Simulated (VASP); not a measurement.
CdGa2:

```
Cd Ga
1.0
     0.00000    3.90446    3.90446
     3.90446    0.00000    3.90446
     3.90446    3.90446    0.00000
Cd Ga
2 4
Direct
  0.00000 0.00000 0.00000
  0.25000 0.25000 0.25000
  0.62500 0.62500 0.62500
  0.12500 0.62500 0.62500
  0.62500 0.62500 0.12500
  0.62500 0.12500 0.62500
```

* Program: VASP 6.6.1
* Task: relaxation of cell and atoms
* Functional: PBE
* Potentials or basis: VASP PAW PBE potentials, release 64 (Cd, Ga_d)
* Cutoff: 600 eV
* k mesh: 8 × 8 × 8
* Occupations: gaussian, width 0.1 eV
* Spin: no spin polarisation

At the start: pressure 3.5 GPa; volume 19.84 Å³/atom.

Q: Where does the relaxation end?

A: Over 4 steps the energy falls by 15.2 meV/atom and the volume is 21.30 Å³/atom (+7.4 %); space group Fd-3m (No. 227, to 0.1 Å) before and after.

Step by step:
| step | energy change (eV) | largest force (eV/Å) | pressure (GPa) | volume (Å³) |
| --- | --- | --- | --- | --- |
| 1 | 0.0000 | 0.0000 | 3.51 | 119.05 |
| 2 | -0.0896 | 0.0000 | 0.44 | 126.69 |
| 3 | -0.0911 | 0.0000 | -0.12 | 128.14 |
| 4 | -0.0912 | 0.0000 | 0.03 | 127.82 |

Final structure:
```
Cd Ga
1.0
     0.00000    3.99815    3.99815
     3.99815    0.00000    3.99815
     3.99815    3.99815    0.00000
Cd Ga
2 4
Cartesian
  0.0000 0.0000 0.0000
  1.9991 1.9991 1.9991
  4.9977 4.9977 4.9977
  4.9977 2.9986 2.9986
  2.9986 2.9986 4.9977
  2.9986 4.9977 2.9986
```
